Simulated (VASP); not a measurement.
# Mn (Im-3m) in VASP: single point with PBE

Aim: the single point of Mn with PBE.

All numbers are computed with VASP 6.6.1; they aren't measurements. Logs are shortened: lines on timing, memory, paths and dates and some standing lists are left out, and cuts for length are marked.

## Step 1: The cell of the first run

Symmetry: Im-3m, No. 229, cubic system. Conventional cell: a = 2.880 Å, b = 2.880 Å, c = 2.880 Å, α = 90.00°, β = 90.00°, γ = 90.00°. Mn (site symmetry m-3m) has 14 Mn at 2.49 to 2.88 Å within 3.3 Å.

## Step 2: Single point, PBE, collinear spin, antiferromagnetic start

INCAR reads:

```
SYSTEM = Mn
PREC = Accurate
ENCUT = 500
EDIFF = 1E-6
ISMEAR = -1
SIGMA = 0.1
LREAL = .FALSE.
LASPH = .TRUE.
NELM = 200
ALGO = Normal
ISIF = 2
LWAVE = .FALSE.
LCHARG = .FALSE.
ISPIN = 2
MAGMOM = 2.5 -2.5
LORBIT = 11
LMAXMIX = 4
GGA = PE
NBANDS = 24
GGA_COMPAT = .FALSE.
```

KPOINTS reads:

```
regular mesh
0
G
  4 4 4
  0 0 0
```

POSCAR reads:

```
Mn
1.0
    2.8800000000      0.0000000000      0.0000000000
    0.0000000000      2.8800000000      0.0000000000
    0.0000000000      0.0000000000      2.8800000000
Mn
2
Direct
    0.0000000000      0.0000000000      0.0000000000
    0.5000000000      0.5000000000      0.5000000000
```

Potentials or basis: VASP PAW PBE potentials, release 64 (Mn_pv).

Command:

```sh
> cat potpaw_PBE.64/Mn_pv/POTCAR > POTCAR
> mpirun -np 1 vasp_std > vasp.out
```

OUTCAR:

```text
SYSTEM = Mn
   PREC = Accurate
   ENCUT = 500
   EDIFF = 1E-6
   ISMEAR = -1
   LREAL = .FALSE.
   LASPH = .TRUE.
   NELM = 200
   ISIF = 2
   ISPIN = 2
   LORBIT = 11
   GGA = PE

 ion  position               nearest neighbor table
   1  0.000  0.000  0.000-   2 2.49   2 2.49   2 2.49   2 2.49   2 2.49   2 2.49   2 2.49   2 2.49

   2  0.500  0.500  0.500-   1 2.49   1 2.49   1 2.49   1 2.49   1 2.49   1 2.49   1 2.49   1 2.49

  LATTYP: Found a simple cubic cell.
 ALAT       =     2.8800000000

  Lattice vectors:

 A1 = (   2.8800000000,   0.0000000000,   0.0000000000)
 A2 = (   0.0000000000,   2.8800000000,   0.0000000000)
 A3 = (   0.0000000000,   0.0000000000,   2.8800000000)

Analysis of symmetry for initial positions (statically):
=====================================================================
 Subroutine PRICEL returns following result:

  LATTYP: Found a body centered cubic cell.
 ALAT       =     2.8800000000
[... 12 lines left out ...]
 Subroutine GETGRP returns: Found 48 space group operations
 (whereof 48 operations were pure point group operations)
 out of a pool of 48 trial point group operations.

The static configuration has the point symmetry O_h .

Analysis of symmetry for dynamics (positions and initial velocities):
=====================================================================
 Subroutine PRICEL returns following result:

  LATTYP: Found a body centered cubic cell.
 ALAT       =     2.8800000000
[... 12 lines left out ...]
 Subroutine GETGRP returns: Found 48 space group operations
 (whereof 48 operations were pure point group operations)
 out of a pool of 48 trial point group operations.

The dynamic configuration has the point symmetry O_h .

Analysis of structural, dynamic, and magnetic symmetry:
=====================================================================
 Subroutine PRICEL returns following result:

  LATTYP: Found a body centered cubic cell.
 ALAT       =     2.8800000000
[... 12 lines left out ...]
 Subroutine GETGRP returns: Found 48 space group operations
 (whereof 48 operations were pure point group operations)
 out of a pool of 48 trial point group operations.

The overall configuration has the point symmetry O_h .

 Subroutine INISYM returns: Found 48 space group operations
 (whereof 48 operations are pure point group operations),
 and found     2 'primitive' translations

----------------------------------------------------------------------------------------

                                     Primitive cell

  volume of cell :      11.9439

[... 93 lines left out ...]
  Fermi-wavevector in a.u.,A,eV,Ry     =   1.683992  3.182284 38.583815  2.835830
  Thomas-Fermi vector in A             =   2.767094
   LORBIT       =     11    0 simple, 1 ext, 2 COOP (PROOUT), +10 PAW based schemes
   GGA     = PE    functional components
   LHFCALC =     F    Hartree Fock is set to
   AEXX    =    0.0000 exact exchange contribution
   IVDW    =     0    specifies the selected vdW correction
   LEPSILON=     F    determine dielectric tensor
   LRPA    =     F    only Hartree local field effects (RPA)
 spin polarized calculation
  energy-cutoff  :      500.00
  volume of cell :       23.89
 maximum number of plane-waves:       627
 NGX is ok and might be reduce to    24
   NGX = 11   NGY = 11   NGZ = 11

 number of electron      25.9999983 magnetization       0.0000000

 number of electron      25.9999983 magnetization      -0.0000000

 Free energy of the ion-electron system (eV)
  ---------------------------------------------------
  ext. energy  EPLUGINS =         0.00000000
  ---------------------------------------------------
  free energy    TOTEN  =       -17.61565875 eV

  energy without entropy =      -17.47676582  energy(sigma->0) =      -17.54621228

 E-fermi :   9.8058     XC(G=0): -13.3289

 val. band max:        9.7848748163   @ k =   0.5000   0.2500   0.2500
 cond. band min:       9.8403983929   @ k =   0.2500   0.2500   0.0000
 fundamental gap:      0.0555235767
 Fermi energy:         9.8058285345

 spin component 1

 k-point     1 :       0.0000    0.0000    0.0000
  band No.  band energies     occupation
      1     -39.5558      1.00000
      2     -39.5558      1.00000
      3     -39.5558      1.00000
      4     -37.1167      1.00000
      5     -37.1167      1.00000
      6     -37.1167      1.00000
[... 259 lines left out ...]
     23      20.0102      0.00000
     24      21.1076      0.00000
 Fermi energy:         9.8058285345

 spin component 2

 k-point     1 :       0.0000    0.0000    0.0000
  band No.  band energies     occupation
      1     -39.5558      1.00000
      2     -39.5558      1.00000
      3     -39.5558      1.00000
      4     -37.1167      1.00000
      5     -37.1167      1.00000
      6     -37.1167      1.00000
[... 259 lines left out ...]
     23      20.0102      0.00000
     24      21.1076      0.00000

------------------------ aborting loop because EDIFF is reached ----------------------------------------

  FORCE on cell =-STRESS in cart. coord.  units (eV):
  Direction    XX          YY          ZZ          XY          YZ          ZX
  --------------------------------------------------------------------------------------
  -------------------------------------------------------------------------------------
  Total        0.3911952      0.3911952      0.3911952      0.0000000      0.0000000     -0.0000000
  in kB       26.2377501     26.2377501     26.2377501      0.0000000      0.0000000     -0.0000000
  external PRESSURE =      26.2377501 kB  Pullay stress =       0.0000000 kB

 VOLUME and BASIS-vectors are now :
 -----------------------------------------------------------------------------
  energy-cutoff  :      500.00
  volume of cell :       23.89
      direct lattice vectors                 reciprocal lattice vectors
     2.880000000  0.000000000  0.000000000     0.347222222  0.000000000  0.000000000
     0.000000000  2.880000000  0.000000000     0.000000000  0.347222222  0.000000000
     0.000000000  0.000000000  2.880000000     0.000000000  0.000000000  0.347222222

 POSITION                                       TOTAL-FORCE (eV/Angst)
 -----------------------------------------------------------------------------------
      0.00000      0.00000      0.00000        -0.000000     -0.000000     -0.000000
      1.44000      1.44000      1.44000         0.000000      0.000000      0.000000
 -----------------------------------------------------------------------------------
    total drift:                                0.000000      0.000000     -0.000000

  FREE ENERGIE OF THE ION-ELECTRON SYSTEM (eV)
  ---------------------------------------------------
  free  energy   TOTEN  =       -17.6156587458 eV

  energy  without entropy=      -17.4767658215  energy(sigma->0) =      -17.54621228

 total charge

# of ion       s       p       d       tot
------------------------------------------
    1        0.395   6.337   5.079  11.811
    2        0.395   6.337   5.079  11.811
--------------------------------------------------
tot          0.791  12.673  10.158  23.622

 magnetization (x)

# of ion       s       p       d       tot
------------------------------------------
    1        0.030   0.029   2.239   2.297
    2       -0.030  -0.029  -2.239  -2.297
--------------------------------------------------
tot          0.000   0.000   0.000   0.000
```

It took 40 s on 1 thread of Intel Xeon 8259CL, shared host; peak memory 0.15 GiB.

What came out:

```yaml
Free_energy: -17.6157 eV
Pressure: 2.6 GPa
Band_gap_on_the_k_mesh: zero (filled and empty bands overlap)
Net_moment: 0.00 μB per cell
Site_moments: Mn +2.30, -2.30 μB
Valence_electrons_inside_the_program's_atomic_spheres: Mn 11.81
```

Caveat: the k points lie up to 0.55 Å⁻¹ apart.
